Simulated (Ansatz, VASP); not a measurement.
# One calculation of Ni, two programs

```
CELL_PARAMETERS angstrom
0.00000 1.76795 1.76795
1.76795 0.00000 1.76795
1.76795 1.76795 0.00000
ATOMIC_POSITIONS crystal
Ni 0.00000 0.00000 0.00000
```

Alike in both runs: task single point; functional PBE; k mesh 8 × 8 × 8; occupations tetrahedron; collinear spin.

|  | VASP | Ansatz |
| --- | --- | --- |
| version | VASP 6.6.1 | Ansatz 0.2.0 |
| potentials or method | VASP PAW PBE potentials, release 64 (Ni) | scalar-relativistic, plane waves, PAW |
| plane-wave cutoff (eV) | 600 | 420 |
| valence electrons in the cell | 10 | 18 |

VASP gave:

```
gap on the k mesh at the Fermi level (eV)                     : none
pressure (GPa)                                                : -2.9
net moment per atom (μB)                                      : 0.56
size of the moment on the site where the two differ most (μB) : 0.58
```

Estimate Ansatz's values.

gap on the k mesh at the Fermi level (eV): none; pressure (GPa): -2.9; net moment per atom (μB): 0.57; size of the moment on the site where the two differ most (μB): 0.62.

Site moments also hang on the region over which each program counts them. A gap of «none» marks a metal or a gap that the smearing closes. With one functional, cell and mesh, what is left measures potentials, basis and numerics. VASP's potentials hold 10 valence electrons a cell and Ansatz's 18, so a difference there can come from the potentials and not from the codes. Ansatz's warnings: band table not solved further, stability check not made, tetrahedron derivatives may miss energy slope.

The k mesh is coarse, so the values compare programs but aren't converged.
